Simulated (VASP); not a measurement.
MgO (Periclase): single point with PBE

Crystal: MgO (Periclase).

```
Mg O
1.0
     0.00000    2.03573    2.03573
     2.03573    0.00000    2.03573
     2.03573    2.03573    0.00000
Mg O
1 1
Cartesian
  0.0000 0.0000 0.0000
  2.0357 2.0357 2.0357
```

- Program: VASP 6.6.1
- Task: single point
- Functional: PBE
- Potentials or basis: VASP PAW PBE potentials, release 64 (Mg, O)
- Cutoff: 600 eV
- k mesh: 8 × 8 × 8
- Occupations: gaussian, width 0.01 eV
- Spin: no spin polarisation

```yaml
Pressure: 24.7 GPa
Band_gap_on_the_k_mesh: 5.78 eV, direct
```

Levels at points of the mesh, in eV from the valence-band top:
| k point | band 1 | band 2 | band 3 | band 4 | band 5 | band 6 | band 7 | band 8 | band 9 |
| --- | --- | --- | --- | --- | --- | --- | --- | --- | --- |
| (0.00, 0.00, 0.00) | -17.82 | 0.00 | 0.00 | 0.00 | 5.78 | 16.37 | 16.37 | 16.37 | 20.57 |
| (0.50, 0.00, 0.00) | -16.26 | -5.08 | -0.78 | -0.78 | 8.57 | 13.79 | 17.39 | 17.39 | 22.50 |
| (0.50, 0.50, 0.00) | -15.97 | -4.52 | -1.50 | -1.50 | 9.22 | 11.13 | 14.22 | 20.59 | 20.59 |

Run time: 10 s on 1 thread of AMD EPYC 7R13, on a shared host, peak memory 0.11 GiB.

A hybrid or GW would open this gap; PBE tends to underestimate it.
